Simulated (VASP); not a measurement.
Sn: electric field gradients with PBE

The system is Sn.

```xyz
2
Lattice="-2.8963 2.8963 1.5800 2.8963 -2.8963 1.5800 2.8963 2.8963 -1.5800" Properties=species:S:1:pos:R:3 pbc="T T T"
Sn    0.0000    0.0000    0.0000
Sn    0.0000    2.8963    0.7900
```

```yaml
Program: VASP 6.6.1
Task: electric field gradients
Functional: PBE
Potentials_or_basis: VASP PAW PBE potentials, release 64 (Sn_d)
Cutoff: 520 eV
k_mesh: 15 × 15 × 15
Occupations: fermi-dirac, width 0.05 eV
Spin: no spin polarisation
Dipole_correction: no
Further_INCAR_settings: ALGO = Normal; EDIFF = 1e-08; NBANDS = 21
```

| Property | Result |
| --- | --- |
| Pressure | 3.9 GPa |
| Band gap on the k mesh | zero (bands 14 and 15 overlap by 4.42 eV) |
| Largest electric field gradient by atom | Sn +45.1 V/Å² |

Stress tensor (GPa, compression positive):
```
4.22 0.00 0.00
0.00 4.22 0.00
0.00 0.00 3.15
```

Levels at points of the mesh, in eV from the Fermi level:
```
           k point  band 10  band 11  band 12  band 13  band 14  band 15  band 16  band 17  band 18  band 19
(0.00, 0.00, 0.00)   -21.17   -11.32    -3.55    -2.04    -2.04     2.94     6.36     6.36     6.98     7.08
```

Electric field gradients, principal values (V/Å²):
| atom | least | middle | greatest (by size) |
| --- | --- | --- | --- |
| 1 Sn | -22.574 | -22.575 | 45.150 |
| 2 Sn | -22.574 | -22.575 | 45.150 |

Wall time 4.7 min on 1 thread of Intel(R) Xeon(R) Platinum 8259CL CPU @ 2.50GHz (Skylake/Cascade Lake), with other jobs on the host, peak memory 0.39 GiB.

Caveat: the cell stands under pressure; without QUAD_EFG the Cq values of the log hold for a quadrupole moment of 1 mb, not for the nuclei; spin-orbit coupling is left out, which moves the levels of the heavy elements.
